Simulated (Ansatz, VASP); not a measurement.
# ZnO in VASP and in Ansatz

File INCAR:

```
SYSTEM = ZnO
PREC     = Accurate       ! precision mode
ENCUT    = 1340           ! plane-wave cutoff, eV
EDIFF    = 1E-6           ! SCF threshold, eV
ISMEAR   = 0              ! smearing method
SIGMA    = 0.05           ! smearing width, eV
LREAL    = .FALSE.        ! projectors in reciprocal space
LASPH    = .TRUE.         ! aspherical terms in the spheres
NELM     = 120            ! most SCF steps
ALGO     = Normal         ! electronic algorithm
ISIF     = 2              ! what is computed and relaxed
LWAVE    = .FALSE.        ! write WAVECAR
LCHARG   = .FALSE.        ! write CHGCAR
NBANDS   = 26             ! bands
GGA_COMPAT= .FALSE.
```

KPOINTS

```
Automatic mesh
0
G
  12 12 6
  0 0 0
```

POSCAR

```
ZnO
1.0
    3.2770068899      0.0000000000      0.0000000000
   -1.6385034449      2.8379712150      0.0000000000
    0.0000000000      0.0000000000      4.8745477487
Zn O
2 2
Direct
    0.3333333333      0.6666666667      0.0018514197
    0.6666666667      0.3333333333      0.5018514197
    0.3333333333      0.6666666667      0.4028559245
    0.6666666667      0.3333333333      0.9028559245
```

Input for Ansatz:

```yaml
crystal:
  lattice:
    - [3.2770068899, 0.0, 0.0]
    - [-1.6385034449, 2.837971215, 0.0]
    - [0.0, 0.0, 4.8745477487]
  atoms:
    - { symbol: Zn, position: [0.3333333333, 0.6666666667, 0.0018514197] }
    - { symbol: Zn, position: [0.6666666667, 0.3333333333, 0.5018514197] }
    - { symbol: O, position: [0.3333333333, 0.6666666667, 0.4028559245] }
    - { symbol: O, position: [0.6666666667, 0.3333333333, 0.9028559245] }
basis:
  ecutwfc: 520.0
kpoints:
  mp_grid: { grid: [12, 12, 6] }
hamiltonian:
  xc: lda
  pseudopotentials: { kind: paw, azcp: { folder: soft_1 } }
scf:
  occupations: { method: gaussian, width: 0.05 }
output:
  forces: true
  stress: true
  eigenvalues: true
  write_density: true
  write_potential: true
  elf: true
  volumetric_format: npy
```

Alike in both runs: task single point; functional LDA; k mesh 12 × 12 × 6; occupations gaussian, width 0.05 eV; no spin polarisation.

|  | VASP | Ansatz |
| --- | --- | --- |
| version | VASP 6.6.1 | Ansatz 0.2.0 |
| potentials or method | VASP PAW LDA potentials, release 64 (Zn, O_h), cutoff 1340 eV | scalar-relativistic, plane waves, PAW |
| valence electrons in the cell | 36 | 36 |

|  | VASP | Ansatz | Ansatz less VASP |
| --- | --- | --- | --- |
| gap on the k mesh at the Fermi level (eV) | 0.89 | 0.88 | -0.014 |
| least direct gap on the mesh (eV) | 0.89 | 0.88 | -0.014 |
| pressure (GPa) | 0.2 | -0.8 | -1.00 |
| traceless stress, the component that is largest in VASP (GPa) | 5.62 | 5.60 | -0.023 |
| rms of the force components (eV/Å) | 0.039 | 0.030 | -0.0083 |

Ansatz warns that its potentials were made for another functional, while VASP's fit it. LDA's correlation is that of Perdew and Zunger in VASP and of Perdew and Wang (1992) in Ansatz. Atom by atom the forces differ by 0.008 eV/Å (rms over components).
